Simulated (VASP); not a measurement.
# CdSn2O3 (Cmmm) in VASP: a series of runs

The runs below take CdSn2O3 through single point, relaxation of cell and atoms, with PBE.

Program: VASP 6.6.1. These are calculated values, not measurements. Logs are shortened: lines on timing, memory, paths and dates and some standing lists are left out, and cuts for length are marked.

**1. The cell of the first run**

Symmetry: Cmmm, No. 65, orthorhombic system. The conventional cell has a = 6.519 Å, b = 7.600 Å, c = 4.305 Å, α = 90.00°, β = 90.00°, γ = 90.00°. Within 3.4 Å of Cd (site symmetry mmm) lie 6 O at 2.55 to 3.26 Å and 8 Sn at 3.30 Å. Sn (site symmetry 2/m) has 2 O at 1.92 Å within 2.5 Å. Within 2.6 Å of O (site symmetry 2mm) lie 2 Sn at 1.92 Å and 2 Cd at 2.55 Å. O (site symmetry mmm) has 4 O at 2.86 Å and 4 Cd at 3.26 to 3.80 Å and 8 Sn at 3.30 Å within 3.8 Å.

The cell was built from a structure type or drawn by symmetry, and may not be a known phase.

**2. Single point, PBE**

INCAR

```
SYSTEM = CdSn2O3
PREC     = Accurate       ! precision mode
ENCUT    = 520            ! plane-wave cutoff, eV
EDIFF    = 1E-6           ! SCF threshold, eV
ISMEAR   = 0              ! smearing method
SIGMA    = 0.1            ! smearing width, eV
LREAL    = .False.        ! projectors in reciprocal space
LASPH    = .True.         ! aspherical terms in the spheres
NELM     = 100            ! most SCF steps
ALGO     = Normal         ! electronic algorithm
ISIF     = 2              ! what is computed and relaxed
LWAVE    = .False.        ! write WAVECAR
LCHARG   = .False.        ! write CHGCAR
GGA      = PE             ! functional
NBANDS   = 38             ! bands
```

KPOINTS

```
Automatic mesh
0
Gamma
  4 4 4
  0 0 0
```

POSCAR

```
CdSn2O3
1.0
    3.2593436200     -3.7999709000      0.0000000000
    3.2593436200      3.7999709000      0.0000000000
    0.0000000000      0.0000000000      4.3048576600
Cd Sn O
1 2 3
Direct
    0.0000000000      0.0000000000      0.5000000000
    0.0000000000      0.5000000000      0.0000000000
    0.5000000000      0.0000000000      0.0000000000
    0.2104916100      0.2104916100      0.0000000000
    0.7895083900      0.7895083900      0.0000000000
    0.5000000000      0.5000000000      0.5000000000
```

Potentials or basis: VASP PAW PBE potentials, release 64 (Cd, Sn_d, O).

Launch:

```
cat potpaw_PBE.64/Cd/POTCAR potpaw_PBE.64/Sn_d/POTCAR potpaw_PBE.64/O/POTCAR > POTCAR
mpirun -np 1 vasp_std > vasp.out
```

OUTCAR:

```text
SYSTEM = CdSn2O3
   PREC = Accurate
   ENCUT = 520
   EDIFF = 1E-6
   ISMEAR = 0
   LREAL = .False.
   LASPH = .True.
   NELM = 100
   ISIF = 2
   GGA = PE

 ion  position               nearest neighbor table
   1  0.000  0.000  0.500-   4 2.55   5 2.55   4 2.55   5 2.55   2 3.30   3 3.30   2 3.30   3 3.30
                             2 3.30   2 3.30   3 3.30   3 3.30
   2  0.000  0.500  0.000-   4 1.92   5 1.92   3 3.26   3 3.26   1 3.30   1 3.30   1 3.30   1 3.30

   3  0.500  0.000  0.000-   4 1.92   5 1.92   2 3.26   2 3.26   1 3.30   1 3.30   1 3.30   1 3.30

   4  0.210  0.210  0.000-   2 1.92   3 1.92   1 2.55   1 2.55
   5  0.790  0.790  0.000-   2 1.92   3 1.92   1 2.55   1 2.55
   6  0.500  0.500  0.500-

  LATTYP: Found a base centered orthorhombic cell.
 ALAT       =     6.5186872400
 B/A-ratio  =     1.1658699858
 C/A-ratio  =     0.6603872070

  Lattice vectors:

 A1 = (   3.2593436200,  -3.7999709000,   0.0000000000)
 A2 = (   3.2593436200,   3.7999709000,   0.0000000000)
 A3 = (   0.0000000000,   0.0000000000,   4.3048576600)

Analysis of symmetry for initial positions (statically):
=====================================================================
 Subroutine PRICEL returns:
 Original cell was already a primitive cell.

 Routine SETGRP: Setting up the symmetry group for a
 base centered orthorhombic supercell.

 Subroutine GETGRP returns: Found  8 space group operations
 (whereof  8 operations were pure point group operations)
 out of a pool of  8 trial point group operations.

The static configuration has the point symmetry D_2h.

Analysis of symmetry for dynamics (positions and initial velocities):
=====================================================================
 Subroutine PRICEL returns:
 Original cell was already a primitive cell.

 Routine SETGRP: Setting up the symmetry group for a
 base centered orthorhombic supercell.

 Subroutine GETGRP returns: Found  8 space group operations
 (whereof  8 operations were pure point group operations)
 out of a pool of  8 trial point group operations.

The dynamic configuration has the point symmetry D_2h.

 Subroutine INISYM returns: Found  8 space group operations
 (whereof  8 operations are pure point group operations),
 and found     1 'primitive' translations

[... 99 lines left out ...]
   LREAL  =      F    real-space projection
   EDIFFG = 0.1E-04   stopping-criterion for IOM
   NSW    =      0    number of steps for IOM
   IBRION =     -1    ionic relax: 0-MD 1-quasi-New 2-CG
   NFREE  =      0    steps in history (QN), initial steepest desc. (CG)
   ISIF   =      2    stress and relaxation
   ISYM   =      2    0-nonsym 1-usesym 2-fastsym
   POTIM  = 0.5000    time-step for ionic-motion
   TEBEG  =    0.0;   TEEND  =   0.0 temperature during run
   PSTRESS=    0.0 pullay stress
   NELECT =      58.0000    total number of electrons
   NUPDOWN=      -1.0000    fix difference up-down
   EMIN   =  10.00;   EMAX   =-10.00  energy-range for DOS
   EFERMI =   0.00;   METHOD = LEGACY
   ISMEAR =     0;   SIGMA  =   0.10  broadening in eV -4-tet -1-fermi 0-gaus
   EFERMI_NEDOS =   21; number of points for ismear=-14 and -15
   IALGO  =     38    algorithm
   IMIX   =      4    mixing-type and parameters
     AMIX     =   0.40;   BMIX     =  1.00
     AMIX_MAG =   1.60;   BMIX_MAG =  1.00
  volume/ion in A,a.u.               =      17.77       119.93
  Fermi-wavevector in a.u.,A,eV,Ry     =   1.336342  2.525321 24.297435  1.785811
  Thomas-Fermi vector in A             =   2.464976
   LORBIT       =      0    0 simple, 1 ext, 2 COOP (PROOUT), +10 PAW based schemes
   GGA     = PE    functional components
   LHFCALC =     F    Hartree Fock is set to
   AEXX    =    0.0000 exact exchange contribution
   IVDW    =     0    specifies the selected vdW correction
   LEPSILON=     F    determine dielectric tensor
   LRPA    =     F    only Hartree local field effects (RPA)
 non-spin polarized calculation
 Gauss-broadening in eV      SIGMA  =   0.10
  energy-cutoff  :      520.00
  volume of cell :      106.63
 maximum number of plane-waves:      2892
 NGX is ok and might be reduce to    40
   NGX = 19   NGY = 19   NGZ = 17

 number of electron      57.9999981 magnetization

 Free energy of the ion-electron system (eV)
  ---------------------------------------------------
  ext. energy  EPLUGINS =         0.00000000
  ---------------------------------------------------
  free energy    TOTEN  =       -22.03696672 eV

  energy without entropy =      -22.01242223  energy(sigma->0) =      -22.02469448

 E-fermi :   4.8059     XC(G=0): -10.2330

 val. band max:        4.8004316700   @ k =   0.5000   0.2500   0.5000
 cond. band min:       4.8320624055   @ k =   0.5000  -0.0000   0.5000
 fundamental gap:      0.0316307355
 Fermi energy:         4.8058866797

 k-point     1 :       0.0000    0.0000    0.0000
  band No.  band energies     occupation
      1     -18.4140      2.00000
      2     -17.3371      2.00000
      3     -17.1818      2.00000
      4     -17.1269      2.00000
      5     -17.0763      2.00000
      6     -17.0152      2.00000
[... 850 lines left out ...]
     37      14.0401      0.00000
     38      14.2489      0.00000

------------------------ aborting loop because EDIFF is reached ----------------------------------------

  FORCE on cell =-STRESS in cart. coord.  units (eV):
  Direction    XX          YY          ZZ          XY          YZ          ZX
  --------------------------------------------------------------------------------------
  -------------------------------------------------------------------------------------
  Total       -1.6428109     21.5111986     -0.9275182      0.0000000      0.0000000      0.0000000
  in kB      -24.6830566    323.2034450    -13.9358607      0.0000000      0.0000000      0.0000000
  external PRESSURE =      94.8615092 kB  Pullay stress =       0.0000000 kB

 VOLUME and BASIS-vectors are now :
 -----------------------------------------------------------------------------
  energy-cutoff  :      520.00
  volume of cell :      106.63
      direct lattice vectors                 reciprocal lattice vectors
     3.259343620 -3.799970900  0.000000000     0.153405120 -0.131579955  0.000000000
     3.259343620  3.799970900  0.000000000     0.153405120  0.131579955  0.000000000
     0.000000000  0.000000000  4.304857660     0.000000000  0.000000000  0.232295718

 POSITION                                       TOTAL-FORCE (eV/Angst)
 -----------------------------------------------------------------------------------
      0.00000      0.00000      2.15243         0.000000      0.000000      0.000000
      1.62967      1.89999      0.00000         0.000000      0.000000      0.000000
      1.62967     -1.89999      0.00000         0.000000      0.000000      0.000000
      1.37213      0.00000      0.00000        -1.197461      0.000000      0.000000
      5.14656      0.00000      0.00000         1.197461      0.000000     -0.000000
      3.25934      0.00000      2.15243         0.000000     -0.000000      0.000000
 -----------------------------------------------------------------------------------
    total drift:                                0.000000      0.000000     -0.000000

  FREE ENERGIE OF THE ION-ELECTRON SYSTEM (eV)
  ---------------------------------------------------
  free  energy   TOTEN  =       -22.0369667215 eV

  energy  without entropy=      -22.0124222300  energy(sigma->0) =      -22.02469448
```

Wall time 62 s (1 thread of Intel Xeon 6975P-C (Granite Rapids), shared host); peak memory 0.26 GiB.

What came out:

```
Free energy            : -22.0370 eV
Pressure               : 9.5 GPa
Largest force          : 1.197 eV/Å
Band gap on the k mesh : zero (bands 29 and 30 overlap by 0.70 eV)
```

Forces on the atoms (eV/Å):
```
Cd   0.000  0.000  0.000
Sn   0.000  0.000  0.000
Sn   0.000  0.000  0.000
O   -1.197  0.000  0.000
O    1.197  0.000  0.000
O    0.000  0.000  0.000
```

Caveat: the k points lie up to 0.36 Å⁻¹ apart, too coarse for converged energies and pressures of a metal; semilocal functionals underestimate gaps, so a narrow gap can read as zero; spin-orbit coupling is left out, which moves the levels of the heavy elements; forces of over 1 eV/Å act on the atoms, so gaps and moduli don't describe the material at rest.

**3. Single point, PBE**

This run uses another cell than the first one, of 20.88 Å³/atom.

INCAR

```
  PREC = Accurate
  ENCUT = 520
  EDIFF = 1E-6
  ISMEAR = 0
  SIGMA = 0.1
  LREAL = F
  LASPH = T
  NELM = 60
  ALGO = Normal
  ISIF = 2
  LWAVE = F
  LCHARG = F
  GGA = PE
  NBANDS = 38
```

KPOINTS

```
regular mesh
0
Gamma
  4 4 6
```

POSCAR

```
CdSn2O3
1.0
    3.8703429004     -4.9866560377      0.0000000000
    3.8703429004      4.9866560377      0.0000000000
    0.0000000000      0.0000000000      3.2455162865
Cd Sn O
1 2 3
Direct
    0.0000000000      0.0000000000      0.5000000000
    0.5000000000      0.0000000000      0.0000000000
    0.0000000000      0.5000000000      0.0000000000
    0.8526472908      0.1473527092      0.0000000000
    0.1473527092      0.8526472908      0.0000000000
    0.5000000000      0.5000000000      0.5000000000
```

Potentials or basis: VASP PAW PBE potentials, release 64 (Cd, Sn_d, O).

Launch:

```
cat potpaw_PBE.64/Cd/POTCAR potpaw_PBE.64/Sn_d/POTCAR potpaw_PBE.64/O/POTCAR > POTCAR
mpirun -np 1 vasp_std > vasp.out
```

OUTCAR:

```text
PREC = Accurate
   ENCUT = 520
   EDIFF = 1E-6
   ISMEAR = 0
   LREAL = F
   LASPH = T
   NELM = 60
   ISIF = 2
   GGA = PE

 ion  position               nearest neighbor table
   1  0.000  0.000  0.500-   4 2.19   5 2.19   4 2.19   5 2.19   2 3.55   3 3.55   2 3.55   3 3.55
                             3 3.55   3 3.55   2 3.55   2 3.55
   2  0.500  0.000  0.000-   4 2.19   5 2.19   1 3.55   1 3.55   1 3.55   1 3.55
   3  0.000  0.500  0.000-   4 2.19   5 2.19   1 3.55   1 3.55   1 3.55   1 3.55
   4  0.853  0.147  0.000-   2 2.19   3 2.19   1 2.19   1 2.19
   5  0.147  0.853  0.000-   2 2.19   3 2.19   1 2.19   1 2.19
[... 1195 lines left out ...]
  Total        0.0198677      0.3034092      0.4261784     -0.0000000      0.0000000      0.0000000
  in kB        0.2540883      3.8803128      5.4504125     -0.0000000      0.0000000      0.0000000
  external PRESSURE =       3.1949379 kB  Pullay stress =       0.0000000 kB

 VOLUME and BASIS-vectors are now :
 -----------------------------------------------------------------------------
  energy-cutoff  :      520.00
  volume of cell :      125.28
      direct lattice vectors                 reciprocal lattice vectors
     3.870342900 -4.986656038  0.000000000     0.129187520 -0.100267593  0.000000000
     3.870342900  4.986656038  0.000000000     0.129187520  0.100267593  0.000000000
     0.000000000  0.000000000  3.245516287     0.000000000  0.000000000  0.308117388

 POSITION                                       TOTAL-FORCE (eV/Angst)
 -----------------------------------------------------------------------------------
      0.00000      0.00000      1.62276         0.000000     -0.000000      0.000000
      1.93517     -2.49333      0.00000         0.000000     -0.000000      0.000000
      1.93517      2.49333      0.00000         0.000000     -0.000000      0.000000
      3.87034     -3.51706      0.00000         0.000000      0.108640      0.000000
      3.87034      3.51706      0.00000         0.000000     -0.108640      0.000000
      3.87034      0.00000      1.62276        -0.000000      0.000000      0.000000
 -----------------------------------------------------------------------------------
    total drift:                                0.000000      0.000000      0.000000

  FREE ENERGIE OF THE ION-ELECTRON SYSTEM (eV)
  ---------------------------------------------------
  free  energy   TOTEN  =       -24.7235866832 eV

  energy  without entropy=      -24.7139227697  energy(sigma->0) =      -24.71875473
```

OSZICAR:

```text
N       E                     dE             d eps       ncg     rms          rms(c)
DAV:   1     0.669563926767E+03    0.66956E+03   -0.28480E+04  2336   0.200E+03
DAV:   2     0.794127823658E+02   -0.59015E+03   -0.56466E+03  2234   0.598E+02
DAV:   3    -0.261654736226E+02   -0.10558E+03   -0.10238E+03  2454   0.199E+02
DAV:   4    -0.326017517612E+02   -0.64363E+01   -0.63983E+01  2386   0.544E+01
DAV:   5    -0.327844221132E+02   -0.18267E+00   -0.18259E+00  2406   0.970E+00    0.185E+01
DAV:   6    -0.307030592676E+02    0.20814E+01   -0.12246E+02  2778   0.561E+01    0.266E+01
DAV:   7    -0.268681509703E+02    0.38349E+01   -0.97225E+01  2470   0.166E+01    0.121E+01
DAV:   8    -0.251382703956E+02    0.17299E+01   -0.40415E+00  2794   0.890E+00    0.693E+00
DAV:   9    -0.257153957807E+02   -0.57713E+00   -0.18150E+01  2686   0.813E+00    0.110E+01
DAV:  10    -0.247278545669E+02    0.98754E+00   -0.88511E+00  2548   0.422E+00    0.970E-01
DAV:  11    -0.247221818486E+02    0.56727E-02   -0.18274E-01  2732   0.203E+00    0.338E-01
DAV:  12    -0.247246360527E+02   -0.24542E-02   -0.29804E-02  2548   0.648E-01    0.402E-01
DAV:  13    -0.247240016331E+02    0.63442E-03   -0.22485E-02  2596   0.351E-01    0.235E-01
DAV:  14    -0.247236213448E+02    0.38029E-03   -0.22772E-03  2794   0.167E-01    0.731E-02
DAV:  15    -0.247236279573E+02   -0.66124E-05   -0.10881E-04  2922   0.660E-02    0.649E-02
DAV:  16    -0.247235914495E+02    0.36508E-04   -0.15362E-04  2394   0.368E-02    0.175E-02
DAV:  17    -0.247235868803E+02    0.45692E-05   -0.19875E-05  2252   0.135E-02    0.526E-03
DAV:  18    -0.247235866832E+02    0.19712E-06   -0.78470E-07  1490   0.489E-03
   1 F= -.24723587E+02 E0= -.24718755E+02  d E =-.966391E-02
```

stdout:

```text
POSCAR found type information on POSCAR CdSnO
 POSCAR found :  3 types and       6 ions
 scaLAPACK will be used
 LDA part: xc-table for (Slater+PW92), standard interpolation
 POSCAR, INCAR and KPOINTS ok, starting setup
 FFT: planning ... GRIDC
 FFT: planning ... GRID_SOFT
 FFT: planning ... GRID
 WAVECAR not read
 entering main loop
```

It took 72 s on 1 thread of Intel Xeon 6975P-C (Granite Rapids), shared host; peak memory 0.28 GiB.

What came out:

```
Free energy            : -24.7236 eV
Pressure               : 0.3 GPa
Largest force          : 0.109 eV/Å
Band gap on the k mesh : zero (bands 29 and 30 overlap by 0.73 eV)
```

Forces on the atoms (eV/Å):
```
Cd   0.000  0.000  0.000
Sn   0.000  0.000  0.000
Sn   0.000  0.000  0.000
O    0.000  0.109  0.000
O    0.000 -0.109  0.000
O    0.000  0.000  0.000
```

Stress tensor (GPa, compression positive):
```
0.03 0.00 0.00
0.00 0.39 0.00
0.00 0.00 0.55
```

Levels at points of the mesh, in eV from the Fermi level:
```tsv
k point	band 27	band 28	band 29	band 30	band 31	band 32
(0.00, 0.00, 0.00)	-1.21	-1.04	0.25	1.66	1.70	3.16
(0.50, 0.00, 0.00)	-1.20	-0.31	0.25	0.51	2.00	2.37
(0.50, 0.50, 0.00)	-0.42	-0.38	-0.06	0.25	0.86	1.64
(0.00, 0.00, 0.50)	-0.67	-0.67	-0.49	-0.48	0.32	2.66
(0.50, 0.00, 0.50)	-1.21	-1.11	-0.51	-0.46	0.16	2.74
(0.50, 0.50, 0.50)	-1.19	-0.85	0.05	0.28	0.39	2.55
```

Caveat: semilocal functionals underestimate gaps, so a narrow gap can read as zero; spin-orbit coupling is left out, which moves the levels of the heavy elements.

**4. Single point, PBE**

This run uses another cell than the first one, of 20.86 Å³/atom.

INCAR is that of step 3.

KPOINTS

```
regular mesh
0
Gamma
  4 4 4
```

POSCAR

```
CdSn2O3
1.0
    5.0098462833     -3.9034680013      0.0000000000
    5.0098462833      3.9034680013      0.0000000000
    0.0000000000      0.0000000000      3.2005331180
Cd Sn O
1 2 3
Direct
    0.0000000000      0.0000000000      0.5000000000
    0.0000000000      0.5000000000      0.0000000000
    0.5000000000      0.0000000000      0.0000000000
    0.1485775545      0.1485775545      0.0000000000
    0.8514224455      0.8514224455      0.0000000000
    0.5000000000      0.5000000000      0.5000000000
```

Launch:

```
cat potpaw_PBE.64/Cd/POTCAR potpaw_PBE.64/Sn_d/POTCAR potpaw_PBE.64/O/POTCAR > POTCAR
mpirun -np 1 vasp_std > vasp.out
```

Wall time 52 s (1 thread of Intel Xeon 6975P-C (Granite Rapids), shared host); peak memory 0.27 GiB.

The run converged. Its results:

```
Free energy            : -24.8288 eV
Pressure               : 0.4 GPa
Largest force          : 0.132 eV/Å
Band gap on the k mesh : zero (bands 29 and 30 overlap by 0.65 eV)
```

Forces on the atoms (eV/Å):
```
Cd   0.000  0.000  0.000
Sn   0.000  0.000  0.000
Sn   0.000  0.000  0.000
O    0.132  0.000  0.000
O   -0.132  0.000  0.000
O    0.000  0.000  0.000
```

Stress tensor (GPa, compression positive):
```
 0.67  0.00  0.00
 0.00 -0.12  0.00
 0.00  0.00  0.76
```

Levels at points of the mesh, in eV from the Fermi level:
| k point | band 27 | band 28 | band 29 | band 30 | band 31 | band 32 |
| --- | --- | --- | --- | --- | --- | --- |
| (0.00, 0.00, 0.00) | -1.24 | -0.97 | 0.13 | 1.60 | 1.69 | 3.24 |
| (0.50, 0.00, 0.00) | -1.24 | -0.39 | 0.13 | 0.54 | 2.01 | 2.43 |
| (0.50, 0.50, 0.00) | -0.50 | -0.43 | 0.01 | 0.13 | 0.95 | 1.62 |
| (0.00, 0.00, 0.50) | -0.83 | -0.59 | -0.54 | -0.52 | 0.43 | 2.77 |
| (0.50, 0.00, 0.50) | -1.21 | -1.13 | -0.51 | -0.41 | 0.11 | 2.88 |
| (0.50, 0.50, 0.50) | -1.15 | -0.73 | -0.01 | 0.35 | 0.40 | 2.63 |

Caveat: the k points lie up to 0.49 Å⁻¹ apart, too coarse for converged energies and pressures of a metal; semilocal functionals underestimate gaps, so a narrow gap can read as zero; spin-orbit coupling is left out, which moves the levels of the heavy elements.

(Part 1 of 2 ends here.)
